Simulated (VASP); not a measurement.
Wanted: the native input for a VASP 6.6.1 run.

| Item | Value |
| --- | --- |
| Task | single point |
| Functional | PBE |
| Potentials or basis | VASP PAW PBE potentials, release 64 (Al, C) |
| Cutoff | 600 eV |
| k mesh | 7 × 7 × 7 |
| Occupations | fermi-dirac, width 0.05 eV |
| Spin | no spin polarisation |
| Dipole correction | no |
| Further INCAR settings | ALGO = Normal; EDIFF = 1e-06; NBANDS = 16 |

The structure of AlC3 lies in POSCAR:

```
AlC3
1.0
    0.0000000000      2.5487796574      2.5487796574
    2.5487796574      0.0000000000      2.5487796574
    2.5487796574      2.5487796574      0.0000000000
Al C
1 3
Direct
    0.0000000000      0.0000000000      0.0000000000
    0.5000000000      0.5000000000      0.5000000000
    0.2500000000      0.2500000000      0.2500000000
    0.7500000000      0.7500000000      0.7500000000
```

One way to write it, as run:

INCAR

```
SYSTEM = AlC3
  ALGO = Normal
  EDIFF = 1E-6
  ENCUT = 600
  GGA = PE
  GGA_COMPAT = .False.
  ISIF = 2
  ISMEAR = -1
  LASPH = .True.
  LCHARG = .True.
  LELF = .True.
  LREAL = .False.
  LVHAR = .True.
  LWAVE = .False.
  NBANDS = 16
  NELM = 120
  PREC = Accurate
  SIGMA = 0.05
```

KPOINTS

```
k-points
0
Gamma
  7 7 7
  0 0 0
```

Potentials or basis: VASP PAW PBE potentials, release 64 (Al, C).

Run with:

```sh
$ cat potpaw_PBE.64/Al/POTCAR potpaw_PBE.64/C/POTCAR > POTCAR
$ mpirun -np 1 vasp_std > vasp.out
```

It gave:

```yaml
Pressure: 9.9 GPa
Band_gap_on_the_k_mesh: zero (an odd number of electrons rules out a gap without spin polarisation)
```

Caveat: the cell stands under pressure.

Run time: 20 s on 1 thread of Intel(R) Xeon(R) Platinum 8375C CPU @ 2.90GHz (Ice Lake), on a shared host, peak memory 0.16 GiB.
